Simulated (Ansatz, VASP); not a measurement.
**One calculation of Ru, two programs**

```
CELL_PARAMETERS angstrom
2.70580 0.00000 0.00000
-1.35290 2.34329 0.00000
0.00000 0.00000 4.28190
ATOMIC_POSITIONS crystal
Ru 0.33333 0.66667 0.25000
Ru 0.66667 0.33333 0.75000
```

Alike in both runs: task relaxation of cell and atoms; functional PBEsol; k mesh 20 × 20 × 12; occupations fermi-dirac, width 0.1 eV; no spin polarisation.

|  | VASP | Ansatz |
| --- | --- | --- |
| version | VASP 6.6.1 | Ansatz 0.2.0 |
| potentials or method | VASP PAW PBE potentials, release 64 (Ru_pv) | PAW with Ansatz's default frozen-core files, scalar-relativistic |
| plane-wave cutoff (eV) | 600 | 420 |
| valence electrons in the cell | 28 | 32 |

Ansatz gave:

| Property | Result |
| --- | --- |
| relaxed volume (Å³/atom) | 13.33 |
| relaxed cell length with the largest relative difference (Å) | 2.692 |

Q: What did VASP give for the same quantities?

A: Relaxed volume (Å³/atom): 13.32; relaxed cell length with the largest relative difference (Å): 2.692.

VASP's potentials were made for PBE, not for PBEsol. VASP's potentials hold 28 valence electrons a cell and Ansatz's 32, so a difference there can come from the potentials and not from the codes.
